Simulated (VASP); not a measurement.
Input of a VASP 6.6.1 run:

INCAR

```
SYSTEM = Zn
PREC     = Accurate       ! precision mode
ENCUT    = 520            ! plane-wave cutoff, eV
EDIFF    = 1E-6           ! SCF threshold, eV
ISMEAR   = -1             ! smearing method
SIGMA    = 0.1            ! smearing width, eV
LREAL    = .False.        ! projectors in reciprocal space
LASPH    = .True.         ! aspherical terms in the spheres
NELM     = 80             ! most SCF steps
ALGO     = Normal         ! electronic algorithm
ISIF     = 2              ! what is computed and relaxed
LWAVE    = .False.        ! write WAVECAR
LCHARG   = .True.         ! write CHGCAR
GGA      = PE             ! functional
LELF     = .True.         ! ELF
LVHAR    = .True.       
NBANDS   = 12             ! bands
```

Contents of KPOINTS:

```
Automatic mesh
0
Gamma
  23 23 23
  0 0 0
```

POSCAR

```
Zn
1.0
   -1.5656849005      1.5656849005      1.5656849005
    1.5656849005     -1.5656849005      1.5656849005
    1.5656849005      1.5656849005     -1.5656849005
Zn
1
Direct
    0.0000000000      0.0000000000      0.0000000000
```

Potentials or basis: VASP PAW PBE potentials, release 64 (Zn).

Run with:

```console
$ cat potpaw_PBE.64/Zn/POTCAR > POTCAR
$ mpirun -np 1 vasp_std > vasp.out
```

**Question.** What does it give for the band gap on the k mesh?

**Answer.** Zero (band 6 reaches 6.97 eV, above the bottom of band 7 at 2.18 eV).

**Question.** Estimate the pressure.

**Answer.** 0.4 GPa.
